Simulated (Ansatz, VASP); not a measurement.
## Be3CdS4 in VASP and in Ansatz

INCAR

```
SYSTEM = Be3CdS4
  PREC = Accurate
  ENCUT = 600
  EDIFF = 1E-6
  ISMEAR = 0
  SIGMA = 0.15
  LREAL = .False.
  LASPH = .True.
  NELM = 60
  ALGO = Normal
  ISIF = 3
  LWAVE = .False.
  LCHARG = .False.
  GGA = PE
  IBRION = 2
  NSW = 36
  EDIFFG = -0.08
```

File KPOINTS:

```
Automatic mesh
0
Gamma
  3 3 3
  0 0 0
```

The input POSCAR:

```
Be3CdS4
1.0
   -2.5550000000      2.5550000000      5.1100000000
    2.5550000000     -2.5550000000      5.1100000000
    2.5550000000      2.5550000000     -5.1100000000
Be Cd S
3 1 4
Direct
    0.2500000000      0.7500000000      0.5000000000
    0.7500000000      0.2500000000      0.5000000000
    0.5000000000      0.5000000000      0.0000000000
    0.0000000000      0.0000000000      0.0000000000
    0.5870000000      0.5870000000      0.4500000000
    0.1370000000      0.1370000000      0.5500000000
    0.8630000000      0.4130000000      0.0000000000
    0.4130000000      0.8630000000      0.0000000000
```

Input for Ansatz:

```yaml
crystal:
  lattice:
    - [-2.555, 2.555, 5.11]
    - [2.555, -2.555, 5.11]
    - [2.555, 2.555, -5.11]
  atoms:
    - { symbol: Be, position: [0.25, 0.75, 0.5] }
    - { symbol: Be, position: [0.75, 0.25, 0.5] }
    - { symbol: Be, position: [0.5, 0.5, 0.0] }
    - { symbol: Cd, position: [0.0, 0.0, 0.0] }
    - { symbol: S, position: [0.587, 0.587, 0.45] }
    - { symbol: S, position: [0.137, 0.137, 0.55] }
    - { symbol: S, position: [0.863, 0.413, 0.0] }
    - { symbol: S, position: [0.413, 0.863, 0.0] }
basis:
  ecutwfc: 420
kpoints:
  mp_grid: { grid: [3, 3, 3] }
hamiltonian:
  xc: pbe
scf:
  occupations: { method: gaussian, width: 0.15 }
  lower_state_search: "off"
output:
  forces: true
  stress: true
  eigenvalues: true
relax:
  adjacent_minimum: "off"
  f_tol: 0.08
  max_steps: 16
  cell: { stress_tol: 0.8 }
```

Alike in both runs: task relaxation of cell and atoms; functional PBE; k mesh 3 × 3 × 3; occupations gaussian, width 0.15 eV; no spin polarisation.

```csv
,VASP,Ansatz
version,VASP 6.6.1,Ansatz 0.2.0
potentials or method,"VASP PAW PBE potentials, release 64 (Be, Cd, S), cutoff 600 eV","scalar-relativistic, plane waves, PAW"
valence electrons in the cell,42,50
```

Ansatz gave:

| Property | Result |
| --- | --- |
| gap on the k mesh at the Fermi level, each at its own relaxed structure (eV) | 3.20 |
| relaxed volume (Å³/atom) | 16.92 |
| relaxed length of the cell vector where the two differ most in proportion (Å) | 6.249 |

Question: What did VASP give for the same quantities?

Answer: gap on the k mesh at the Fermi level, each at its own relaxed structure (eV): 3.23; relaxed volume (Å³/atom): 16.97; relaxed length of the cell vector where the two differ most in proportion (Å): 6.273.

VASP's potentials hold 42 valence electrons a cell and Ansatz's 50, so a difference there can come from the potentials and not from the codes.

The k mesh is coarse, so the values compare programs but aren't converged.
